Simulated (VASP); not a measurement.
EuS, 2 atoms in the cell. Symmetry: Fm-3m, No. 225, cubic system. Conventional cell: a = 6.016 Å, b = 6.016 Å, c = 6.016 Å, α = 90.00°, β = 90.00°, γ = 90.00°. Within 4.0 Å of Eu (site symmetry m-3m) lie 6 S at 3.01 Å. S (site symmetry m-3m) has 6 Eu at 3.01 Å within 4.0 Å. 

```yaml
Program: VASP 6.6.1
Task: relaxation of cell and atoms
Functional: PBEsol
Potentials_or_basis: VASP PAW PBE potentials, release 64 (Eu, S)
Cutoff: 720 eV
k_mesh: 8 × 8 × 8
Occupations: gaussian, width 0.03 eV
Spin: collinear spin, ferromagnetic start
Starting_moments: "[7.0, 0.0] μB"
Hubbard_terms: Eu f U = 6 eV
Tolerance_level: screening
Purpose: cell
Passes: 3
Further_INCAR_settings: ALGO = Normal; EDIFF = 1e-07
```

Potentials or basis: VASP PAW PBE potentials, release 64 (Eu, S).

Command:

```bash
$ cat potpaw_PBE.64/Eu/POTCAR potpaw_PBE.64/S/POTCAR > POTCAR
$ cp INCAR.step1 INCAR
$ cp POSCAR.step1 POSCAR
$ mpirun -np 4 vasp_std > vasp.out
$ cp CONTCAR POSCAR
$ mpirun -np 4 vasp_std > vasp.out
$ cp CONTCAR POSCAR
$ mpirun -np 4 vasp_std > vasp.out
$ cp CONTCAR POSCAR
$ cp INCAR.step4 INCAR
$ mpirun -np 4 vasp_std > vasp.out
```

Hardware: 4 MPI ranks on Intel(R) Xeon(R) Platinum 8488C (Sapphire Rapids), on a shared host.

**Question.** How long does it take, and how much memory?

**Answer.** Run time: 11 min on 4 MPI ranks on Intel(R) Xeon(R) Platinum 8488C (Sapphire Rapids), on a shared host, peak memory 0.37 GiB a rank. Counts: k points 29, ion steps 25.
